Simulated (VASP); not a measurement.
# CoBr (P6/mmm) in VASP: a series of runs

The runs below take CoBr through single point, with PBEsol, RPBE, r2SCAN.

Program: VASP 6.6.1. These are calculated values, not measurements. Logs are shortened: lines on timing, memory, paths and dates and some standing lists are left out, and cuts for length are marked.

**1. The cell of the first run**

It takes space group P6/mmm (No. 191, hexagonal). Conventional cell: a = 3.326 Å, b = 3.326 Å, c = 4.434 Å, α = 90.00°, β = 90.00°, γ = 120.00°. Within 2.9 Å of Co (site symmetry 6/mmm) lie 2 Br at 2.22 Å. Br (site symmetry 6/mmm) has 2 Co at 2.22 Å within 2.9 Å.

**2. Single point, PBEsol, collinear spin, ferromagnetic start**

INCAR

```
PREC = Accurate
ENCUT = 520
EDIFF = 1E-6
ISMEAR = -1
SIGMA = 0.1
LREAL = F
LASPH = T
NELM = 150
ALGO = Normal
ISIF = 2
LWAVE = F
LCHARG = T
ISPIN = 2
MAGMOM = 2.5 0
LORBIT = 11
LMAXMIX = 4
GGA = PS
LELF = T
LVHAR = T
NBANDS = 19
```

KPOINTS

```
Automatic mesh
0
Gamma
  9 9 6
```

POSCAR

```
CoBr
1.0
    3.3255665463     -0.0000000027      0.0000000000
   -1.6627832708      2.8800251124      0.0000000000
    0.0000000000      0.0000000000      4.4339330925
Co Br
1 1
Direct
    0.0000000000      0.0000000000      0.0000000000
    0.0000000000      0.0000000000      0.5000000000
```

Potentials or basis: VASP PAW PBE potentials, release 64 (Co, Br).

Command:

```
cat potpaw_PBE.64/Co/POTCAR potpaw_PBE.64/Br/POTCAR > POTCAR
mpirun -np 1 vasp_std > vasp.out
```

OUTCAR:

```text
PREC = Accurate
   ENCUT = 520
   EDIFF = 1E-6
   ISMEAR = -1
   LREAL = F
   LASPH = T
   NELM = 150
   ISIF = 2
   ISPIN = 2
   LORBIT = 11
   GGA = PS

 ion  position               nearest neighbor table
   1  0.000  0.000  0.000-   2 2.22   2 2.22
   2  0.000  0.000  0.500-   1 2.22   1 2.22

  LATTYP: Found a hexagonal cell.
 ALAT       =     3.3255665463
 C/A-ratio  =     1.3332865335

  Lattice vectors:

 A1 = (   3.3255665463,  -0.0000000027,   0.0000000000)
 A2 = (  -1.6627832708,   2.8800251124,   0.0000000000)
 A3 = (   0.0000000000,   0.0000000000,   4.4339330925)

Analysis of symmetry for initial positions (statically):
=====================================================================
 Subroutine PRICEL returns:
 Original cell was already a primitive cell.

 Routine SETGRP: Setting up the symmetry group for a
 hexagonal supercell.

 Subroutine GETGRP returns: Found 24 space group operations
 (whereof 24 operations were pure point group operations)
 out of a pool of 24 trial point group operations.

The static configuration has the point symmetry D_6h.

Analysis of symmetry for dynamics (positions and initial velocities):
=====================================================================
 Subroutine PRICEL returns:
 Original cell was already a primitive cell.

 Routine SETGRP: Setting up the symmetry group for a
 hexagonal supercell.

 Subroutine GETGRP returns: Found 24 space group operations
 (whereof 24 operations were pure point group operations)
 out of a pool of 24 trial point group operations.

The dynamic configuration has the point symmetry D_6h.

Analysis of structural, dynamic, and magnetic symmetry:
=====================================================================
 Subroutine PRICEL returns:
 Original cell was already a primitive cell.

 Routine SETGRP: Setting up the symmetry group for a
 hexagonal supercell.

 Subroutine GETGRP returns: Found 24 space group operations
 (whereof 24 operations were pure point group operations)
 out of a pool of 24 trial point group operations.

The overall configuration has the point symmetry D_6h.

 Subroutine INISYM returns: Found 24 space group operations
 (whereof 24 operations are pure point group operations),
 and found     1 'primitive' translations

----------------------------------------------------------------------------------------

                                     Primitive cell

  volume of cell :      42.4669

  direct lattice vectors                    reciprocal lattice vectors
     3.325566546 -0.000000003  0.000000000     0.300700643  0.173609597  0.000000000
    -1.662783271  2.880025112  0.000000000     0.000000000  0.347219195  0.000000000
     0.000000000  0.000000000  4.433933093     0.000000000  0.000000000  0.225533399

  length of vectors
     3.325566546  3.325566546  4.433933093     0.347219195  0.347219195  0.225533399

  position of ions in fractional coordinates (direct lattice)
     0.000000000  0.000000000  0.000000000
     0.000000000  0.000000000  0.500000000

  ion indices of the primitive-cell ions
   primitive index   ion index
                 1           1
                 2           2

----------------------------------------------------------------------------------------

 KPOINTS: Automatic mesh

Automatic generation of k-mesh.
 Grid dimensions read from file:
 generate k-points for:    9    9    6

 Generating k-lattice:

  Cartesian coordinates                     Fractional coordinates (reciprocal lattice)
     0.033411183  0.019289955  0.000000000     0.111111111  0.000000000  0.000000000
     0.000000000  0.038579911  0.000000000     0.000000000  0.111111111  0.000000000
     0.000000000  0.000000000  0.037588900     0.000000000  0.000000000  0.166666667

  Length of vectors
     0.038579911  0.038579911  0.037588900

  Shift w.r.t. Gamma in fractional coordinates (k-lattice)
     0.000000000  0.000000000  0.000000000

 Subroutine IBZKPT returns following result:
 ===========================================

 Found     48 irreducible k-points:

 Following reciprocal coordinates:
            Coordinates               Weight
  0.000000  0.000000  0.000000      1.000000
  0.111111  0.000000  0.000000      6.000000
  0.222222  0.000000  0.000000      6.000000
  0.333333  0.000000  0.000000      6.000000
  0.444444  0.000000  0.000000      6.000000
  0.111111  0.111111  0.000000      6.000000
[... 16 lines left out ...]
  0.333333  0.222222  0.166667     24.000000
  0.333333  0.333333  0.166667      4.000000
 [... further k-points ...]
   k-points           NKPTS =     48   k-points in BZ     NKDIM =     48   number of bands    NBANDS=     19
   number of dos      NEDOS =    301   number of ions     NIONS =      2
   total plane-waves  NPLWV =  28224
   dimension x,y,z NGX =    28 NGY =   28 NGZ =   36
   dimension x,y,z NGXF=    56 NGYF=   56 NGZF=   72
   ions per type =               1   1
   NGX,Y,Z   is equivalent  to a cutoff of  14.00, 14.00, 13.50 a.u.
   NGXF,Y,Z  is equivalent  to a cutoff of  27.99, 27.99, 27.00 a.u.
 SYSTEM =  unknown system
   PREC   = accura    normal or accurate (medium, high low for compatibility)
   ISTART =      0    job   : 0-new  1-cont  2-samecut
   ICHARG =      2    charge: 1-file 2-atom 10-const
   ISPIN  =      2    spin polarized calculation?
   LNONCOLLINEAR =      F non collinear calculations
   LSORBIT =      F    spin-orbit coupling
   LASPH  =      T    aspherical Exc in radial PAW
   ENCUT  =  520.0 eV  38.22 Ry    6.18 a.u.   6.18  6.18  8.24*2*pi/ulx,y,z
   NELM   =    150;   NELMIN=  2; NELMDL= -5     # of ELM steps
   EDIFF  = 0.1E-05   stopping-criterion for ELM
   LREAL  =      F    real-space projection
   EDIFFG = 0.1E-04   stopping-criterion for IOM
   NSW    =      0    number of steps for IOM
   IBRION =     -1    ionic relax: 0-MD 1-quasi-New 2-CG
   NFREE  =      0    steps in history (QN), initial steepest desc. (CG)
   ISIF   =      2    stress and relaxation
   ISYM   =      2    0-nonsym 1-usesym 2-fastsym
   POTIM  = 0.5000    time-step for ionic-motion
   TEBEG  =    0.0;   TEEND  =   0.0 temperature during run
   PSTRESS=    0.0 pullay stress
   NELECT =      16.0000    total number of electrons
   NUPDOWN=      -1.0000    fix difference up-down
   EMIN   =  10.00;   EMAX   =-10.00  energy-range for DOS
   EFERMI =   0.00;   METHOD = LEGACY
   ISMEAR =    -1;   SIGMA  =   0.10  broadening in eV -4-tet -1-fermi 0-gaus
   EFERMI_NEDOS =   21; number of points for ismear=-14 and -15
   IALGO  =     38    algorithm
   IMIX   =      4    mixing-type and parameters
     AMIX     =   0.40;   BMIX     =  1.00
     AMIX_MAG =   1.60;   BMIX_MAG =  1.00
  volume/ion in A,a.u.               =      21.23       143.29
  Fermi-wavevector in a.u.,A,eV,Ry     =   1.182400  2.234412 19.021899  1.398070
  Thomas-Fermi vector in A             =   2.318655
   LORBIT       =     11    0 simple, 1 ext, 2 COOP (PROOUT), +10 PAW based schemes
   GGA     = PS    functional components
   LHFCALC =     F    Hartree Fock is set to
   AEXX    =    0.0000 exact exchange contribution
   IVDW    =     0    specifies the selected vdW correction
   LEPSILON=     F    determine dielectric tensor
   LRPA    =     F    only Hartree local field effects (RPA)
 spin polarized calculation
  energy-cutoff  :      520.00
  volume of cell :       42.47
 maximum number of plane-waves:      1158
 NGX is ok and might be reduce to    28
   NGX = 13   NGY = 13   NGZ = 17

 number of electron      16.0000005 magnetization       2.0387621

 Free energy of the ion-electron system (eV)
  ---------------------------------------------------
  ext. energy  EPLUGINS =         0.00000000
  ---------------------------------------------------
  free energy    TOTEN  =        -8.07580017 eV

  energy without entropy =       -7.97778112  energy(sigma->0) =       -8.02679065

 E-fermi :   4.0964     XC(G=0): -10.0517

 val. band max:        4.0956633168   @ k =   0.2222   0.0000   0.0000
 cond. band min:       4.1040005610   @ k =   0.4444   0.1111   0.5000
 fundamental gap:      0.0083372442
 Fermi energy:         4.0964334288

 spin component 1

 k-point     1 :       0.0000    0.0000    0.0000
  band No.  band energies     occupation
      1     -12.7155      1.00000
      2      -1.3923      1.00000
      3       0.7732      1.00000
      4       1.8787      1.00000
      5       1.8787      1.00000
      6       2.0704      1.00000
[... 11 lines left out ...]
     18      19.1955      0.00000
     19      19.1955      0.00000
[... 485 lines left out ...]
 k-point    24 :       0.3333    0.3333    0.1667
  band No.  band energies     occupation
      1     -11.5558      1.00000
      2      -1.0180      1.00000
      3      -0.7706      1.00000
      4      -0.7706      1.00000
      5       1.7335      1.00000
      6       1.7335      1.00000
[... 11 lines left out ...]
     18      21.5883      0.00000
     19      24.3830      0.00000

 [... further k-points ...]

 spin component 2

 k-point     1 :       0.0000    0.0000    0.0000
  band No.  band energies     occupation
      1     -12.5325      1.00000
      2      -1.3151      1.00000
      3       1.5719      1.00000
      4       3.1480      0.99992
      5       3.1480      0.99992
      6       3.6949      0.98229
[... 11 lines left out ...]
     18      19.4772      0.00000
     19      19.4772      0.00000
[... 485 lines left out ...]
 k-point    24 :       0.3333    0.3333    0.1667
  band No.  band energies     occupation
      1     -11.3645      1.00000
      2      -0.7219      1.00000
      3      -0.5208      1.00000
      4      -0.5208      1.00000
      5       3.3138      0.99960
      6       3.3138      0.99960
[... 11 lines left out ...]
     18      21.7643      0.00000
     19      24.3771      0.00000

 [... further k-points ...]

------------------------ aborting loop because EDIFF is reached ----------------------------------------

  FORCE on cell =-STRESS in cart. coord.  units (eV):
  Direction    XX          YY          ZZ          XY          YZ          ZX
  --------------------------------------------------------------------------------------
  -------------------------------------------------------------------------------------
  Total        0.0317466      0.0317466      0.0689439      0.0000000      0.0000000      0.0000000
  in kB        1.1977249      1.1977249      2.6010905      0.0000000      0.0000000      0.0000000
  external PRESSURE =       1.6655135 kB  Pullay stress =       0.0000000 kB

 VOLUME and BASIS-vectors are now :
 -----------------------------------------------------------------------------
  energy-cutoff  :      520.00
  volume of cell :       42.47
      direct lattice vectors                 reciprocal lattice vectors
     3.325566546 -0.000000003  0.000000000     0.300700643  0.173609597  0.000000000
    -1.662783271  2.880025112  0.000000000     0.000000000  0.347219195  0.000000000
     0.000000000  0.000000000  4.433933093     0.000000000  0.000000000  0.225533399

 POSITION                                       TOTAL-FORCE (eV/Angst)
 -----------------------------------------------------------------------------------
      0.00000      0.00000      0.00000        -0.000000      0.000000      0.000000
      0.00000      0.00000      2.21697         0.000000      0.000000      0.000000
 -----------------------------------------------------------------------------------
    total drift:                               -0.000000     -0.000000      0.000000

  FREE ENERGIE OF THE ION-ELECTRON SYSTEM (eV)
  ---------------------------------------------------
  free  energy   TOTEN  =        -8.0758001725 eV

  energy  without entropy=       -7.9777811239  energy(sigma->0) =       -8.02679065

 total charge

# of ion       s       p       d       tot
------------------------------------------
    1        0.346   0.283   7.319   7.948
    2        1.600   3.246   0.064   4.910
--------------------------------------------------
tot          1.947   3.529   7.383  12.859

 magnetization (x)

# of ion       s       p       d       tot
------------------------------------------
    1        0.018  -0.008   1.891   1.901
    2        0.008   0.152  -0.001   0.159
--------------------------------------------------
tot          0.026   0.144   1.890   2.060
```

Run time: 2 min. Hardware: 1 thread of Intel Xeon 8259CL, shared host; peak memory 0.23 GiB.

What came out:

| Item | Value |
| --- | --- |
| Free energy | -8.0758 eV |
| Pressure | 0.2 GPa |
| Band gap on the k mesh | zero (filled and empty bands overlap) |
| Net moment | 2.04 μB per cell |
| Site moments | Co +1.90; Br +0.16 μB |
| Valence electrons inside the program's atomic spheres | Co 7.95; Br 4.91 |

Levels at points of the mesh, in eV from the Fermi level:
Spin up:
```
           k point  band 5  band 6  band 7  band 8  band 9  band 10  band 11  band 12  band 13  band 14
(0.00, 0.00, 0.00)   -2.22   -2.03   -2.03   -1.18   -1.18    -0.68     7.52    10.87    10.92    10.92
(0.00, 0.00, 0.50)   -3.01   -2.02   -2.02    0.06    0.06     5.24     6.05     8.12    10.81    10.81
```
Spin down:
```
           k point  band 5  band 6  band 7  band 8  band 9  band 10
(0.00, 0.00, 0.00)   -0.95   -0.40   -0.40   -0.27   -0.27     0.33
(0.00, 0.00, 0.50)   -1.98   -0.25   -0.25    1.17    1.17     5.97
```

Caveat: the PAW data sets were made with another functional, which shifts forces and pressure a little; semilocal functionals often make such compounds metallic where correlation or magnetic order opens a gap, which also shifts bond lengths.

**3. Single point, RPBE, collinear spin, ferromagnetic start**

This run uses another cell than the first one, of 28.94 Å³/atom.

INCAR

```
  PREC = Accurate
  ENCUT = 520
  EDIFF = 1E-6
  ISMEAR = -1
  SIGMA = 0.1
  LREAL = F
  LASPH = T
  NELM = 150
  ALGO = Normal
  ISIF = 2
  LWAVE = F
  LCHARG = F
  ISPIN = 2
  MAGMOM = 2.5 0
  LORBIT = 11
  LMAXMIX = 4
  GGA = RP
  NBANDS = 19
```

KPOINTS

```
regular mesh
0
Gamma
  9 9 6
```

POSCAR

```
CoBr
1.0
    3.8353388137     -0.0000000032      0.0000000000
   -1.9176694041      3.3215008463      0.0000000000
    0.0000000000      0.0000000000      4.5432434218
Co Br
1 1
Direct
    0.0000000000      0.0000000000      0.0000000000
    0.0000000000      0.0000000000      0.5000000000
```

Potentials or basis: VASP PAW PBE potentials, release 64 (Co, Br).

Command:

```
cat potpaw_PBE.64/Co/POTCAR potpaw_PBE.64/Br/POTCAR > POTCAR
mpirun -np 1 vasp_std > vasp.out
```

It took 3.7 min on 1 thread of Intel Xeon 8259CL, shared host; peak memory 0.25 GiB.

It converged, with:

- Free energy: -6.6883 eV
- Pressure: 0.1 GPa
- Band gap on the k mesh: zero (filled and empty bands overlap)
- Net moment: 2.03 μB per cell
- Site moments: Co +1.95; Br +0.10 μB
- Valence electrons inside the program's atomic spheres: Co 7.87; Br 4.93

Stress tensor (GPa, compression positive):
```
0.02 0.00 0.00
0.00 0.02 0.00
0.00 0.00 0.14
```

Levels at points of the mesh, in eV from the Fermi level:
Spin up:
```
           k point  band 7  band 8  band 9  band 10  band 11  band 12
(0.00, 0.00, 0.00)   -2.31   -1.95   -1.95    -0.29     6.37     9.59
(0.00, 0.00, 0.50)   -1.94   -0.78   -0.78     4.66     5.14     7.99
```
Spin down:
```csv
k point,band 4,band 5,band 6,band 7,band 8,band 9,band 10,band 11
"(0.00, 0.00, 0.00)",-2.25,-1.69,-0.34,-0.34,-0.16,-0.16,0.48,6.60
"(0.00, 0.00, 0.50)",-2.78,-1.46,-0.14,-0.14,0.76,0.76,5.08,5.19
```

Caveat: the PAW data sets were made with another functional, which shifts forces and pressure a little; semilocal functionals often make such compounds metallic where correlation or magnetic order opens a gap, which also shifts bond lengths.

**4. Single point, r2SCAN, collinear spin, ferromagnetic start**

This run uses another cell than the first one, of 23.16 Å³/atom.

POSCAR

```
CoBr
1.0
    3.4490718210     -0.0000000028      0.0000000000
   -1.7245359081      2.9869838179      0.0000000000
    0.0000000000      0.0000000000      4.4955591213
Co Br
1 1
Direct
    0.0000000000      0.0000000000      0.0000000000
    0.0000000000      0.0000000000      0.5000000000
```

INCAR.step1

```
PREC = Accurate
ENCUT = 520
ISMEAR = -1
SIGMA = 0.1
LREAL = False
LASPH = True
NELM = 150
ISPIN = 2
MAGMOM = 2.5 0
LMAXMIX = 4
NBANDS = 19
GGA = PE
ALGO = Normal
EDIFF = 1E-4
LWAVE = True
LCHARG = False
```

INCAR.step2

```
PREC = Accurate
ENCUT = 520
EDIFF = 1E-6
ISMEAR = -1
SIGMA = 0.1
LREAL = False
LASPH = True
NELM = 150
ALGO = Normal
ISIF = 2
LWAVE = False
LCHARG = True
ISPIN = 2
MAGMOM = 2.5 0
LORBIT = 11
LMAXMIX = 4
METAGGA = R2SCAN
LMIXTAU = True
LELF = True
LVHAR = True
NBANDS = 19
ISTART = 1
```

KPOINTS

```
Automatic mesh
0
Gamma
  9 9 6
```

Command:

```
cat potpaw_PBE.64/Co/POTCAR potpaw_PBE.64/Br/POTCAR > POTCAR
cp INCAR.step1 INCAR
mpirun -np 1 vasp_std > vasp.out
cp INCAR.step2 INCAR
mpirun -np 1 vasp_std > vasp.out
```

Run time: 9.8 min. Hardware: 1 thread of Intel Xeon 8259CL, shared host; peak memory 0.25 GiB.

It converged, with:

```
Free energy                                           : -25.1335 eV
Pressure                                              : -0.1 GPa
Net moment                                            : 2.06 μB per cell
Site moments                                          : Co +2.06; Br +0.12 μB
Valence electrons inside the program's atomic spheres : Co 7.90; Br 4.97
```

Stress tensor (GPa, compression positive):
```
 0.09  0.00  0.00
 0.00  0.09  0.00
 0.00  0.00 -0.49
```

Levels at points of the mesh, in eV from the Fermi level:
Spin up:
| k point | band 7 | band 8 | band 9 | band 10 | band 11 | band 12 |
| --- | --- | --- | --- | --- | --- | --- |
| (0.00, 0.00, 0.00) | -2.80 | -1.84 | -1.84 | -0.74 | 7.62 | 10.94 |
| (0.00, 0.00, 0.50) | -2.79 | -0.66 | -0.66 | 4.80 | 6.21 | 8.49 |
Spin down:
| k point | band 5 | band 6 | band 7 | band 8 | band 9 | band 10 |
| --- | --- | --- | --- | --- | --- | --- |
| (0.00, 0.00, 0.00) | -1.59 | -0.56 | -0.56 | -0.19 | -0.19 | 0.77 |
| (0.00, 0.00, 0.50) | -1.87 | -0.18 | -0.18 | 0.84 | 0.84 | 5.95 |

Caveat: the PAW data sets were made with another functional, which shifts forces and pressure a little; semilocal functionals often make such compounds metallic where correlation or magnetic order opens a gap, which also shifts bond lengths.

**5. Summary**

```tsv
level	cell	gap on the mesh (eV)	pressure (GPa)	moment (μB)
PBEsol	a = 3.326, b = 3.326, c = 4.434 Å, angles 90.0, 90.0, 120.0°, 2 atoms	none	0.2	2.04
RPBE	a = 3.835, b = 3.835, c = 4.543 Å, angles 90.0, 90.0, 120.0°, 2 atoms	none	0.1	2.03
r2SCAN	a = 3.449, b = 3.449, c = 4.496 Å, angles 90.0, 90.0, 120.0°, 2 atoms	none	-0.1	2.06
```

Alike in all rows: task single point; potentials or basis VASP PAW PBE potentials, release 64 (Co, Br); spin collinear, ferromagnetic start; k mesh 9 × 9 × 6; cutoff (eV) 520; smearing fermi-dirac 0.1 eV.

Caveats: the PAW data sets were made with another functional, which shifts forces and pressure a little; semilocal functionals often make such compounds metallic where correlation or magnetic order opens a gap, which also shifts bond lengths.

Total energies depend on the potentials used, so only differences within one code and one set of settings carry meaning.
